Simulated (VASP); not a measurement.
# H (P2/m) in VASP: notebook

Runs on H. Level: LDA. Tasks: single point.

All numbers are computed with VASP 6.6.1; they aren't measurements. Logs are shortened: lines on timing, memory, paths and dates and some standing lists are left out, and cuts for length are marked.

## Step 1: The cell of the first run

The structure is monoclinic, space group P2/m (No. 10). Conventional cell: a = 0.981 Å, b = 2.650 Å, c = 2.650 Å, α = 90.00°, β = 91.15°, γ = 90.00°. H (site symmetry 2/m) has 2 H at 0.98 Å within 1.3 Å.

## Step 2: Single point, LDA (strain -0.0200 x Voigt [0, 0, 0, 1, 0, 0])

File INCAR:

```
PREC     = Accurate       # precision mode
ENCUT    = 520            # plane-wave cutoff, eV
EDIFF    = 1E-6           # SCF threshold, eV
ISMEAR   = 0              # smearing method
SIGMA    = 0.05           # smearing width, eV
LREAL    = F              # projectors in reciprocal space
LASPH    = T              # aspherical terms in the spheres
NELM     = 60             # most SCF steps
ALGO     = Normal         # electronic algorithm
ISIF     = 2              # what is computed and relaxed
LWAVE    = F              # write WAVECAR
LCHARG   = T              # write CHGCAR
LELF     = T              # ELF
LVHAR    = T            
NBANDS   = 6              # bands
```

File KPOINTS:

```
Automatic mesh
0
Gamma
  10 10 26
```

File POSCAR:

```
H
1.0
    2.6496387389      0.0000000000      0.0000000000
    0.0000000000      2.6496387389     -0.0264963874
    0.0000000000     -0.0098049292      0.9804929200
H
1
Direct
    0.0000000000      0.0000000000      0.5000000000
```

Potentials or basis: VASP PAW LDA potentials, release 64 (H).

Command:

```bash
$ cat potpaw_LDA.64/H/POTCAR > POTCAR
$ mpirun -np 1 vasp_std > vasp.out
```

OUTCAR:

```text
PREC = Accurate
   ENCUT = 520
   EDIFF = 1E-6
   ISMEAR = 0
   LREAL = F
   LASPH = T
   NELM = 60
   ISIF = 2

 ion  position               nearest neighbor table
   1  0.000  0.000  0.500-

  LATTYP: Found a simple monoclinic cell.
 ALAT       =     0.9805419434
 B/A-ratio  =     2.7022186625
 C/A-ratio  =     2.7023537701
 COS(beta)  =    -0.0199980002

  Lattice vectors:

 A1 = (   0.0000000000,  -0.0098049292,   0.9804929200)
 A2 = (   2.6496387389,   0.0000000000,   0.0000000000)
 A3 = (   0.0000000000,   2.6496387389,  -0.0264963874)

Analysis of symmetry for initial positions (statically):
=====================================================================
 Subroutine PRICEL returns:
 Original cell was already a primitive cell.

 Routine SETGRP: Setting up the symmetry group for a
 simple monoclinic supercell.

 Subroutine GETGRP returns: Found  4 space group operations
 (whereof  4 operations were pure point group operations)
 out of a pool of  4 trial point group operations.

The static configuration has the point symmetry C_2h.

Analysis of symmetry for dynamics (positions and initial velocities):
=====================================================================
 Subroutine PRICEL returns:
 Original cell was already a primitive cell.

 Routine SETGRP: Setting up the symmetry group for a
 simple monoclinic supercell.

 Subroutine GETGRP returns: Found  4 space group operations
 (whereof  4 operations were pure point group operations)
 out of a pool of  4 trial point group operations.

The dynamic configuration has the point symmetry C_2h.

 Subroutine INISYM returns: Found  4 space group operations
 (whereof  4 operations are pure point group operations),
 and found     1 'primitive' translations

----------------------------------------------------------------------------------------

                                     Primitive cell

  volume of cell :       6.8829

  direct lattice vectors                    reciprocal lattice vectors
     2.649638739  0.000000000  0.000000000     0.377409941  0.000000000  0.000000000
     0.000000000  2.649638739 -0.026496387     0.000000000  0.377447686  0.003774477
     0.000000000 -0.009804929  0.980492920     0.000000000  0.010199972  1.019997177

  length of vectors
[... 70 lines left out ...]
 SYSTEM =  unknown system
   PREC   = accura    normal or accurate (medium, high low for compatibility)
   ISTART =      0    job   : 0-new  1-cont  2-samecut
   ICHARG =      2    charge: 1-file 2-atom 10-const
   ISPIN  =      1    spin polarized calculation?
   LNONCOLLINEAR =      F non collinear calculations
   LSORBIT =      F    spin-orbit coupling
   LASPH  =      T    aspherical Exc in radial PAW
   ENCUT  =  520.0 eV  38.22 Ry    6.18 a.u.   4.93  4.93  1.82*2*pi/ulx,y,z
   NELM   =     60;   NELMIN=  2; NELMDL= -5     # of ELM steps
   EDIFF  = 0.1E-05   stopping-criterion for ELM
   LREAL  =      F    real-space projection
   EDIFFG = 0.1E-04   stopping-criterion for IOM
   NSW    =      0    number of steps for IOM
   IBRION =     -1    ionic relax: 0-MD 1-quasi-New 2-CG
   NFREE  =      0    steps in history (QN), initial steepest desc. (CG)
   ISIF   =      2    stress and relaxation
   ISYM   =      2    0-nonsym 1-usesym 2-fastsym
   POTIM  = 0.5000    time-step for ionic-motion
   TEBEG  =    0.0;   TEEND  =   0.0 temperature during run
   PSTRESS=    0.0 pullay stress
   NELECT =       1.0000    total number of electrons
   NUPDOWN=      -1.0000    fix difference up-down
   EMIN   =  10.00;   EMAX   =-10.00  energy-range for DOS
   EFERMI =   0.00;   METHOD = LEGACY
   ISMEAR =     0;   SIGMA  =   0.05  broadening in eV -4-tet -1-fermi 0-gaus
   EFERMI_NEDOS =   21; number of points for ismear=-14 and -15
   IALGO  =     38    algorithm
   IMIX   =      4    mixing-type and parameters
     AMIX     =   0.40;   BMIX     =  1.00
     AMIX_MAG =   1.60;   BMIX_MAG =  1.00
  volume/ion in A,a.u.               =       6.88        46.45
  Fermi-wavevector in a.u.,A,eV,Ry     =   0.860630  1.626356 10.077628  0.740685
  Thomas-Fermi vector in A             =   1.978164
   LORBIT       =      0    0 simple, 1 ext, 2 COOP (PROOUT), +10 PAW based schemes
   GGA     = CA    functional components
   LHFCALC =     F    Hartree Fock is set to
   AEXX    =    0.0000 exact exchange contribution
   IVDW    =     0    specifies the selected vdW correction
   LEPSILON=     F    determine dielectric tensor
   LRPA    =     F    only Hartree local field effects (RPA)
 non-spin polarized calculation
 Gauss-broadening in eV      SIGMA  =   0.05
  energy-cutoff  :      520.00
  volume of cell :        6.88
 maximum number of plane-waves:       200
 NGX is ok and might be reduce to    20
   NGX =  9   NGY =  9   NGZ =  3

 number of electron       0.9999999 magnetization

 Free energy of the ion-electron system (eV)
  ---------------------------------------------------
  ext. energy  EPLUGINS =         0.00000000
  ---------------------------------------------------
  free energy    TOTEN  =        -3.13386053 eV

  energy without entropy =       -3.13386021  energy(sigma->0) =       -3.13386037

 E-fermi :  -1.4727     XC(G=0):  -7.4160

 val. band max:       -1.5836243711   @ k =   0.5000   0.5000   0.2308
 cond. band min:      -1.3616837756   @ k =   0.0000   0.0000   0.2692
 fundamental gap:      0.2219405955
 Fermi energy:        -1.4726538981

 k-point     1 :       0.0000    0.0000    0.0000
  band No.  band energies     occupation
      1     -12.5859      2.00000
      2       7.7648      0.00000
      3      13.7999      0.00000
      4      13.8056      0.00000
      5      16.4773      0.00000
      6      34.1328      0.00000
[... 199 lines left out ...]
 k-point    24 :       0.5000    0.3000    0.0000
  band No.  band energies     occupation
      1     -10.2729      2.00000
      2       2.3434      0.00000
      3       6.5503      0.00000
      4      11.4940      0.00000
      5      29.3089      0.00000
      6      36.7567      0.00000

 [... further k-points ...]
[... 5 lines left out ...]
  --------------------------------------------------------------------------------------
  -------------------------------------------------------------------------------------
  Total       -0.0001074      0.0000151      0.1712779      0.0000000     -0.0017192      0.0000000
  in kB       -0.0250026      0.0035050     39.8692090      0.0000000     -0.4001843      0.0000000
  external PRESSURE =      13.2825705 kB  Pullay stress =       0.0000000 kB

 VOLUME and BASIS-vectors are now :
 -----------------------------------------------------------------------------
  energy-cutoff  :      520.00
  volume of cell :        6.88
      direct lattice vectors                 reciprocal lattice vectors
     2.649638739  0.000000000  0.000000000     0.377409941  0.000000000  0.000000000
     0.000000000  2.649638739 -0.026496387     0.000000000  0.377447686  0.003774477
     0.000000000 -0.009804929  0.980492920     0.000000000  0.010199972  1.019997177

 POSITION                                       TOTAL-FORCE (eV/Angst)
 -----------------------------------------------------------------------------------
      0.00000     -0.00490      0.49025         0.000000     -0.000000      0.000000
 -----------------------------------------------------------------------------------
    total drift:                                0.000000      0.000000      0.000000

  FREE ENERGIE OF THE ION-ELECTRON SYSTEM (eV)
  ---------------------------------------------------
  free  energy   TOTEN  =        -3.1338605293 eV

  energy  without entropy=       -3.1338602144  energy(sigma->0) =       -3.13386037
```

OSZICAR:

```text
N       E                     dE             d eps       ncg     rms          rms(c)
DAV:   1    -0.318522154451E+01   -0.31852E+01   -0.23272E+02 10038   0.704E+01
DAV:   2    -0.326714685477E+01   -0.81925E-01   -0.81925E-01 12660   0.546E+00
DAV:   3    -0.326718045469E+01   -0.33600E-04   -0.33600E-04 10554   0.106E-01
DAV:   4    -0.326718046456E+01   -0.98692E-08   -0.98715E-08 14058   0.165E-03
DAV:   5    -0.326718046456E+01   -0.24976E-11   -0.25894E-11 10176   0.183E-05    0.192E+00
DAV:   6    -0.317771115818E+01    0.89469E-01   -0.36097E-02 10350   0.564E-01    0.110E+00
DAV:   7    -0.313337151154E+01    0.44340E-01   -0.71942E-02 10662   0.828E-01    0.109E-01
DAV:   8    -0.313385869109E+01   -0.48718E-03   -0.21772E-04 10662   0.605E-02    0.117E-02
DAV:   9    -0.313385981612E+01   -0.11250E-05   -0.95311E-06 12600   0.113E-02    0.391E-03
DAV:  10    -0.313386052935E+01   -0.71323E-06   -0.33564E-07 12036   0.232E-03
   1 F= -.31338605E+01 E0= -.31338604E+01  d E =-.314961E-06
```

It took 12 s on 1 thread of Intel Xeon 6975P-C (Granite Rapids), shared host; peak memory 0.12 GiB.

Results:

```
Free energy : -3.1339 eV
Pressure    : 1.3 GPa
```

Caveat: the cell differs from its parent crystal (strain -0.0200 x Voigt [0, 0, 0, 1, 0, 0]).

## Step 3: Single point, LDA (strain +0.0150 x Voigt [0, 0, 0, 1, 0, 0])

File INCAR:

```
SYSTEM = H
  ALGO = Normal
  EDIFF = 1E-6
  ENCUT = 520
  GGA = CA
  ISIF = 2
  ISMEAR = 0
  LASPH = .TRUE.
  LCHARG = .TRUE.
  LELF = .TRUE.
  LREAL = .FALSE.
  LVHAR = .TRUE.
  LWAVE = .FALSE.
  NBANDS = 6
  NELM = 100
  PREC = Accurate
  SIGMA = 0.05
```

File KPOINTS:

```
k-points
0
G
  10 10 26
  0 0 0
```

File POSCAR:

```
H
1.0
    2.6496387389      0.0000000000      0.0000000000
    0.0000000000      2.6496387389      0.0198722905
    0.0000000000      0.0073536969      0.9804929200
H
1
Direct
    0.0000000000      0.0000000000      0.5000000000
```

Potentials or basis: VASP PAW LDA potentials, release 64 (H).

Command:

```bash
$ cat potpaw_LDA.64/H/POTCAR > POTCAR
$ mpirun -np 1 vasp_std > vasp.out
```

It took 11 s on 1 thread of Intel Xeon 6975P-C (Granite Rapids), shared host; peak memory 0.12 GiB.

Results (log left out):

```yaml
Free_energy: -3.1339 eV
Pressure: 1.3 GPa
```

Stress tensor (GPa, compression positive):
```
0.00 0.00 0.00
0.00 0.00 0.03
0.00 0.03 3.99
```

Levels at points of the mesh, in eV from the Fermi level:
| k point | band 1 | band 2 | band 3 | band 4 |
| --- | --- | --- | --- | --- |
| (0.00, 0.00, 0.00) | -11.11 | 9.24 | 15.27 | 15.28 |
| (0.50, 0.00, 0.00) | -9.56 | 2.01 | 15.93 | 18.40 |
| (0.00, 0.50, 0.00) | -9.56 | 2.01 | 15.92 | 18.40 |
| (0.50, 0.50, 0.00) | -8.32 | 5.95 | 5.95 | 9.13 |
| (0.00, 0.00, 0.50) | 24.16 | 31.17 | 46.25 | 51.16 |
| (0.50, 0.00, 0.50) | 25.10 | 33.61 | 40.98 | 41.29 |
| (0.00, 0.50, 0.50) | 25.10 | 33.59 | 41.01 | 41.30 |
| (0.50, 0.50, 0.50) | 25.85 | 35.62 | 44.79 | 44.86 |

Caveat: the cell differs from its parent crystal (strain +0.0150 x Voigt [0, 0, 0, 1, 0, 0]).

## Step 4: Single point, LDA (strain -0.0100 x Voigt [0, 0, 0, 1, 0, 0])

File INCAR:

```
  ALGO = Normal
  EDIFF = 1E-6
  ENCUT = 520
  ISIF = 2
  ISMEAR = 0
  LASPH = True
  LCHARG = True
  LELF = True
  LREAL = False
  LVHAR = True
  LWAVE = False
  NBANDS = 6
  NELM = 100
  PREC = Accurate
  SIGMA = 0.05
```

File KPOINTS:

```
k-points
0
Gamma
  10 10 26
```

File POSCAR:

```
H
1.0
    2.6496387389      0.0000000000      0.0000000000
    0.0000000000      2.6496387389     -0.0132481937
    0.0000000000     -0.0049024646      0.9804929200
H
1
Direct
    0.0000000000      0.0000000000      0.5000000000
```

Command:

```bash
$ cat potpaw_LDA.64/H/POTCAR > POTCAR
$ mpirun -np 1 vasp_std > vasp.out
```

It took 10 s on 1 thread of Intel Xeon 6975P-C (Granite Rapids), shared host; peak memory 0.13 GiB.

Results (log left out):

| Property | Result |
| --- | --- |
| Free energy | -3.1339 eV |
| Pressure | 1.3 GPa |

Stress tensor (GPa, compression positive):
```
 0.00  0.00  0.00
 0.00  0.00 -0.02
 0.00 -0.02  4.00
```

Levels at points of the mesh, in eV from the Fermi level:
| k point | band 1 | band 2 | band 3 | band 4 |
| --- | --- | --- | --- | --- |
| (0.00, 0.00, 0.00) | -11.11 | 9.24 | 15.27 | 15.27 |
| (0.50, 0.00, 0.00) | -9.56 | 2.01 | 15.92 | 18.40 |
| (0.00, 0.50, 0.00) | -9.56 | 2.01 | 15.92 | 18.40 |
| (0.50, 0.50, 0.00) | -8.32 | 5.95 | 5.95 | 9.13 |
| (0.00, 0.00, 0.50) | 24.16 | 31.17 | 46.26 | 51.22 |
| (0.50, 0.00, 0.50) | 25.10 | 33.61 | 40.98 | 41.29 |
| (0.00, 0.50, 0.50) | 25.10 | 33.60 | 40.99 | 41.29 |
| (0.50, 0.50, 0.50) | 25.86 | 35.63 | 44.81 | 44.85 |

Caveat: the cell differs from its parent crystal (strain -0.0100 x Voigt [0, 0, 0, 1, 0, 0]).

## Step 5: The runs side by side

| cell | gap on the mesh (eV) | pressure (GPa) |
| --- | --- | --- |
| a = 2.650, b = 2.650, c = 0.981 Å, angles 91.1, 90.0, 90.0°, 1 atom | none | 1.3 |
| a = 2.650, b = 2.650, c = 0.981 Å, angles 89.1, 90.0, 90.0°, 1 atom | none | 1.3 |
| a = 2.650, b = 2.650, c = 0.981 Å, angles 90.6, 90.0, 90.0°, 1 atom | none | 1.3 |

Alike in all rows: task single point; level LDA; potentials or basis VASP PAW LDA potentials, release 64 (H); no spin polarisation; k mesh 10 × 10 × 26; cutoff (eV) 520; smearing gaussian 0.05 eV.

Absolute energies hang on the potentials; compare differences alone.
